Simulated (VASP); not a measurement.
The system is HfB2.

```
CELL_PARAMETERS angstrom
3.18132 0.00000 0.00000
-1.59066 2.75510 0.00000
0.00000 0.00000 3.52579
ATOMIC_POSITIONS crystal
Hf 0.00000 0.00000 0.00000
B 0.66667 0.33333 0.50000
B 0.33333 0.66667 0.50000
```

Base run:

- Program: VASP 6.6.1
- Functional: PBE
- Potentials or basis: VASP PAW PBE potentials, release 64 (Hf_pv, B)
- Cutoff: 520 eV
- k mesh: 10 × 10 × 8
- Occupations: fermi-dirac, width 0.05 eV
- Spin: no spin polarisation

Its results: band gap on the k mesh zero (band 8 reaches 7.93 eV, above the bottom of band 9 at 7.14 eV); pressure -8.4 GPa.

**Question.** After a change of settings the same cell gave: band gap on the k mesh zero (band 8 reaches 7.87 eV, above the bottom of band 9 at 7.10 eV); pressure -18.4 GPa. Which change was it?
A. functional from PBE to LDA; potentials or basis from VASP PAW PBE potentials, release 64 (Hf_pv, B) to VASP PAW LDA potentials, release 64 (Hf_pv, B)
B. functional from PBE to r2SCAN
C. functional from PBE to PBEsol

**Answer.** A.

Caveats: spin-orbit coupling is left out, which moves the levels of the heavy elements.
